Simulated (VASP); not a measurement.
Crystal: BN.

```
N B
1.0
     0.00000    1.84856    1.84856
     1.84856    0.00000    1.84856
     1.84856    1.84856    0.00000
N B
1 1
Direct
  0.25000 0.25000 0.25000
  0.00000 0.00000 0.00000
```

* Program: VASP 6.6.1
* Task: relaxation of cell and atoms
* Functional: LAK
* Potentials or basis: VASP PAW PBE potentials, release 64 (N, B)
* Cutoff: 840 eV
* k mesh: 13 × 13 × 13
* Occupations: gaussian, width 0.03 eV
* Spin: no spin polarisation

At the start: pressure -19.5 GPa; volume 6.32 Å³/atom.

Problem. How do energy, volume and symmetry change on relaxing?

Solution. Over 8 steps the energy falls by 22.1 meV/atom and the volume is 5.97 Å³/atom (-5.5 %); space group F-43m (No. 216, to 0.1 Å) before and after.

Step by step:
| step | energy change (eV) | largest force (eV/Å) | pressure (GPa) | volume (Å³) |
| --- | --- | --- | --- | --- |
| 1 | 0.0000 | 0.0000 | -19.54 | 12.63 |
| 2 | 0.0032 | 0.0000 | 24.18 | 11.28 |
| 3 | -0.0444 | 0.0000 | -0.18 | 11.94 |
| 4 | -0.0444 | 0.0000 | 0.25 | 11.93 |
| 5 | -0.0444 | 0.0000 | -0.22 | 11.94 |
| 6 | -0.0444 | 0.0000 | 0.03 | 11.94 |
| 7 | -0.0442 | 0.0000 | 0.01 | 11.94 |
| 8 | -0.0442 | 0.0000 | 0.01 | 11.94 |

Final structure:
```
CELL_PARAMETERS angstrom
0.00000 1.81394 1.81394
1.81394 0.00000 1.81394
1.81394 1.81394 0.00000
ATOMIC_POSITIONS crystal
N 0.25000 0.25000 0.25000
B 0.00000 0.00000 0.00000
```

Caveat: the PAW data sets were made with another functional, which shifts forces and pressure a little.
